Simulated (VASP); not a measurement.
Runs of VASP 6.6.1 on BAs. The structure is that of space group F-43m (No. 216), or close to it. The cells are those of the table. 

```csv
level,potentials or basis,cell,k mesh,cutoff (eV),smearing,second run,gap on the mesh (eV),pressure (GPa)
r2SCAN,"VASP PAW PBE potentials, release 64 (B, As)","a = 3.417, b = 3.417, c = 3.383 Å, angles 60.3, 60.3, 59.3°, 2 atoms",10 × 10 × 10,520,gaussian 0.01 eV,-,1.24,-2.5
r2SCAN,"VASP PAW PBE potentials, release 64 (B, As)","a = 3.400, b = 3.400, c = 3.383 Å, angles 60.2, 60.2, 59.7°, 2 atoms",10 × 10 × 10,520,gaussian 0.01 eV,-,(b),-1.1
r2SCAN,"VASP PAW PBE potentials, release 64 (B, As)","a = 3.349, b = 3.349, c = 3.383 Å, angles 59.7, 59.7, 60.7°, 2 atoms",10 × 10 × 10,520,gaussian 0.01 eV,-,1.03,3.3
PBE,"VASP PAW PBE potentials, release 64 (B, As)","a = 3.400, b = 3.400, c = 3.383 Å, angles 60.2, 60.2, 59.7°, 2 atoms",10 × 10 × 10,520,fermi-dirac 0.02 eV,-,1.12,(c)
r2SCAN,"VASP PAW PBE potentials, release 64 (B, As)","a = 3.451, b = 3.451, c = 3.383 Å, angles 60.7, 60.7, 58.7°, 2 atoms",10 × 10 × 10,520,gaussian 0.01 eV,-,1.11,-4.9
PBE,"VASP PAW PBE potentials, release 64 (B, As)","a = 3.349, b = 3.349, c = 3.383 Å, angles 59.7, 59.7, 60.7°, 2 atoms",10 × 10 × 10,520,fermi-dirac 0.02 eV,-,0.85,5.8
PBE,"VASP PAW PBE potentials, release 64 (B, As)","a = 3.451, b = 3.451, c = 3.383 Å, angles 60.7, 60.7, 58.7°, 2 atoms",6 × 6 × 6,520,gaussian 0.01 eV,-,1.02,-2.4
PBE,"VASP PAW PBE potentials, release 64 (B, As)","a = 3.383 Å, angles 60.0°, 2 atoms",6 × 6 × 6,520,gaussian 0.01 eV,-,1.28,(a)
r2SCAN,"VASP PAW PBE potentials, release 64 (B, As)","a = 3.434, b = 3.434, c = 3.383 Å, angles 60.5, 60.5, 59.0°, 2 atoms",10 × 10 × 10,520,gaussian 0.01 eV,-,1.17,-3.7
PBE,"VASP PAW PBE potentials, release 64 (B, As_d)","a = 3.332, b = 3.332, c = 3.383 Å, angles 59.5, 59.5, 61.0°, 2 atoms",10 × 10 × 10,600,fermi-dirac 0.02 eV,valence_matched,0.70,6.4
PBE,"VASP PAW PBE potentials, release 64 (B, As)","a = 3.417, b = 3.417, c = 3.383 Å, angles 60.3, 60.3, 59.3°, 2 atoms",10 × 10 × 10,520,fermi-dirac 0.02 eV,-,1.05,0.1
r2SCAN,"VASP PAW PBE potentials, release 64 (B, As)","a = 3.332, b = 3.332, c = 3.383 Å, angles 59.5, 59.5, 61.0°, 2 atoms",10 × 10 × 10,520,gaussian 0.01 eV,-,0.85,4.9
```

Alike in all rows: task single point; no spin polarisation.

Question: Estimate the missing entries.

Answer: (a) 2.9; (b) 1.31; (c) 1.4.

Caveats: the PAW data sets were made with another functional, which shifts forces and pressure a little (some runs).

A k mesh can miss the band edges, and the runs leave out spin-orbit coupling on As.

The runs don't all hold the same shells in valence.
